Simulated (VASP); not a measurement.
Al: single point with PBE

Al:

```
Al
1.0
    -1.59122    1.59122    1.59122
     1.59122   -1.59122    1.59122
     1.59122    1.59122   -1.59122
Al
1
Direct
  0.00000 0.00000 0.00000
```

```
Program                : VASP 6.6.1
Task                   : single point
Functional             : PBE
Potentials or basis    : VASP PAW PBE potentials, release 64 (Al)
Cutoff                 : 500 eV
k mesh                 : 2 × 2 × 2
Occupations            : gaussian, width 0.064 eV
Spin                   : no spin polarisation
Dipole correction      : no
Further INCAR settings : ALGO = Normal; EDIFF = 1e-06; NBANDS = 8
```

```yaml
Pressure: -1.0 GPa
```

Levels at points of the mesh, in eV from the Fermi level:
| k point | band 1 | band 2 | band 3 | band 4 |
| --- | --- | --- | --- | --- |
| (0.00, 0.00, 0.00) | -7.45 | 17.26 | 17.26 | 17.26 |
| (0.50, 0.00, 0.00) | -0.57 | -0.04 | 12.17 | 12.19 |
| (0.50, 0.50, 0.50) | 5.75 | 5.75 | 5.75 | 6.79 |

Run time: 3.3 s on 1 thread of Intel Xeon 8259CL, with other jobs on the host, peak memory 0.11 GiB.

Caveat: the k points lie up to 1.40 Å⁻¹ apart.
